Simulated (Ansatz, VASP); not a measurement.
Tl3Sb2Mo: VASP beside Ansatz

The input INCAR:

```
SYSTEM = Tl3Sb2Mo
PREC     = Accurate       ! precision mode
ENCUT    = 520            ! plane-wave cutoff, eV
EDIFF    = 1E-7           ! SCF threshold, eV
ISMEAR   = 0              ! smearing method
SIGMA    = 0.1            ! smearing width, eV
LREAL    = .False.        ! projectors in reciprocal space
LASPH    = .True.         ! aspherical terms in the spheres
NELM     = 60             ! most SCF steps
ALGO     = Fast           ! electronic algorithm
ISIF     = 2              ! what is computed and relaxed
LWAVE    = .False.        ! write WAVECAR
LCHARG   = .False.        ! write CHGCAR
GGA      = PE             ! functional
NBANDS   = 40             ! bands
```

File KPOINTS:

```
Automatic mesh
0
Gamma
  4 4 2
  0 0 0
```

File POSCAR:

```
Tl3Sb2Mo
1.0
    4.4686207100      0.0000000000      0.0000000000
    0.0000000000      4.4686207100      0.0000000000
    0.0000000000      0.0000000000      9.6683018600
Tl Sb Mo
3 2 1
Direct
    0.0000000000      0.0000000000      0.6627739200
    0.0000000000      0.0000000000      0.3372260800
    0.0000000000      0.0000000000      0.0000000000
    0.5000000000      0.5000000000      0.8627628100
    0.5000000000      0.5000000000      0.1372371900
    0.5000000000      0.5000000000      0.5000000000
```

Input for Ansatz:

```yaml
crystal:
  lattice:
    - [4.46862071, 0.0, 0.0]
    - [0.0, 4.46862071, 0.0]
    - [0.0, 0.0, 9.66830186]
  atoms:
    - { symbol: Tl, position: [0.0, 0.0, 0.66277392] }
    - { symbol: Tl, position: [0.0, 0.0, 0.33722608] }
    - { symbol: Tl, position: [0.0, 0.0, 0.0] }
    - { symbol: Sb, position: [0.5, 0.5, 0.86276281] }
    - { symbol: Sb, position: [0.5, 0.5, 0.13723719] }
    - { symbol: Mo, position: [0.5, 0.5, 0.5] }
basis:
  ecutwfc: 420
kpoints:
  mp_grid: { grid: [4, 4, 2] }
hamiltonian:
  xc: pbe
scf:
  occupations: { method: gaussian, width: 0.1 }
  lower_state_search: "off"
output:
  forces: true
  stress: true
  eigenvalues: true
```

Alike in both runs: task single point; functional PBE; k mesh 4 × 4 × 2; occupations gaussian, width 0.1 eV; no spin polarisation.

```csv
,VASP,Ansatz
version,VASP 6.6.1,Ansatz 0.2.0
potentials or method,"VASP PAW PBE potentials, release 64 (Tl_d, Sb, Mo_sv), cutoff 520 eV","scalar-relativistic, plane waves, PAW"
valence electrons in the cell,63,83
```

VASP gave:

| Quantity | Value |
| --- | --- |
| gap on the k mesh at the Fermi level (eV) | none |
| pressure (GPa) | -4.7 |
| traceless stress, the component that is largest in VASP (GPa) | 1.66 |
| rms of the force components (eV/Å) | 0.753 |

Problem. Which values does Ansatz return?

Solution. gap on the k mesh at the Fermi level (eV): none; pressure (GPa): -4.7; traceless stress, the component that is largest in VASP (GPa): 1.58; rms of the force components (eV/Å): 0.738.

Atom by atom the forces differ by 0.015 eV/Å (rms over components). A gap of «none» marks a metal or a gap that the smearing closes. With one functional, cell and mesh, what is left measures potentials, basis and numerics. VASP's potentials hold 63 valence electrons a cell and Ansatz's 83, so a difference there can come from the potentials and not from the codes.

Neither program's run includes spin-orbit coupling.
